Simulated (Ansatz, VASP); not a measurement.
MnO: VASP beside Ansatz

```xyz
2
Lattice="0.0000 2.2230 2.2230 2.2230 0.0000 2.2230 2.2230 2.2230 0.0000" Properties=species:S:1:pos:R:3 pbc="T T T"
Mn    2.2768    2.2828    4.4005
O     2.3157    2.2218    2.1630
```

Alike in both runs: task single point; functional LDA; k mesh 6 × 6 × 6; collinear spin; Hubbard terms Mn d U = 3.0 eV.

|  | VASP | Ansatz |
| --- | --- | --- |
| version | VASP 6.6.1 | Ansatz 0.2.0 |
| potentials or method | VASP PAW LDA potentials, release 64 (Mn_pv, O), cutoff 520 eV | plane waves, PAW |
| occupations | methfessel-paxton of order 1, width 0.05 eV | cold, width 0.05 eV |
| valence electrons in the cell | 19 | 21 |

Ansatz gave:

* pressure (GPa): -4.1
* traceless stress, the component that is largest in VASP (GPa): 0.41
* rms of the force components (eV/Å): 0.107
* net moment per atom (μB): 2.50
* size of the moment on the site where the two differ most (μB): 4.18

What did VASP give for the same quantities?

Pressure (GPa): -5.3; traceless stress, the component that is largest in VASP (GPa): 0.39; rms of the force components (eV/Å): 0.121; net moment per atom (μB): 2.50; size of the moment on the site where the two differ most (μB): 4.55.

LDA's correlation is that of Perdew and Zunger in VASP and of Perdew and Wang (1992) in Ansatz. Site moments also hang on the region over which each program counts them. The programs project onto different local orbitals, so the same U acts differently, and such runs can settle in different states. Atom by atom the forces differ by 0.014 eV/Å (rms over components). VASP's potentials hold 19 valence electrons a cell and Ansatz's 21, so a difference there can come from the potentials and not from the codes. Ansatz's warnings: filled band counts differ across k points, stability check not made, stress scf threshold loose.

The k mesh is coarse, so the values compare programs but aren't converged.
